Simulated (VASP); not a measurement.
Sn, 1 atom in the cell. The structure is cubic, space group Im-3m (No. 229). Conventional cell: a = 3.789 Å, b = 3.789 Å, c = 3.789 Å, α = 90.00°, β = 90.00°, γ = 90.00°. Within 4.3 Å of Sn (site symmetry m-3m) lie 14 Sn at 3.28 to 3.79 Å. 

- Program: VASP 6.6.1
- Task: relaxation of cell and atoms
- Functional: PBEsol
- Potentials or basis: VASP PAW PBE potentials, release 64 (Sn_d)
- Cutoff: 500 eV
- k mesh: 10 × 10 × 10
- Occupations: fermi-dirac, width 0.05 eV
- Spin: no spin polarisation
- Target pressure: 30 GPa
- Dipole correction: no
- Further INCAR settings: ALGO = Normal; EDIFF = 1e-07; IBRION = 2; EDIFFG = -0.01; NSW = 60; ISIF = 3

Potentials or basis: VASP PAW PBE potentials, release 64 (Sn_d).

Launch:

```console
$ cat potpaw_PBE.64/Sn_d/POTCAR > POTCAR
$ mpirun -np 1 vasp_std > vasp.out
```

Hardware: 1 thread of Intel Xeon 8259CL, on a shared host.

Estimate the wall time of this run.

Wall time 100 s on 1 thread of Intel Xeon 8259CL (shared host), peak memory 0.16 GiB. Counts: scf iterations 105, k points 47, ion steps 15.
